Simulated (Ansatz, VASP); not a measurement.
**One calculation of AlH7, two programs**

```xyz
8
Lattice="2.5998 -0.0157 -0.0253 -0.2115 6.8935 -0.1221 -0.1623 -3.1576 6.3981" Properties=species:S:1:pos:R:3 pbc="T T T"
Al    0.9164    2.0744    3.4285
H     1.1592   -1.7258    5.8912
H     1.4412    5.1124    0.6990
H     1.0942    5.7283    0.9493
H     1.4999   -1.6426    5.2282
H     2.2216    1.3204    4.3773
H     2.2220    3.2630    3.1965
H     0.8975    1.2517    2.0760
```

Change from the starting cell: the structure that the rattled cell fell into.

Alike in both runs: functional PBE; k mesh 10 × 4 × 4; occupations gaussian, width 0.02 eV; no spin polarisation.

Ansatz relaxed the structure, and its values are those at the end. VASP's run is a single point on that final structure, the one shown.

|  | VASP | Ansatz |
| --- | --- | --- |
| version | VASP 6.6.1 | Ansatz 0.2.0 |
| potentials or method | VASP PAW PBE potentials, release 64 (Al, H), cutoff 520 eV | scalar-relativistic, plane waves, PAW |
| valence electrons in the cell | 10 | 10 |

```tsv
	VASP	Ansatz	Ansatz less VASP
gap on the k mesh at the Fermi level (eV)	3.16	3.17	+0.011
least direct gap on the mesh (eV)	3.18	3.19	+0.011
pressure (GPa)	-0.1	0.0	+0.15
rms of the force components (eV/Å)	0.005	0.001	-0.0033
```

With one functional, cell and mesh, what is left measures potentials, basis and numerics.
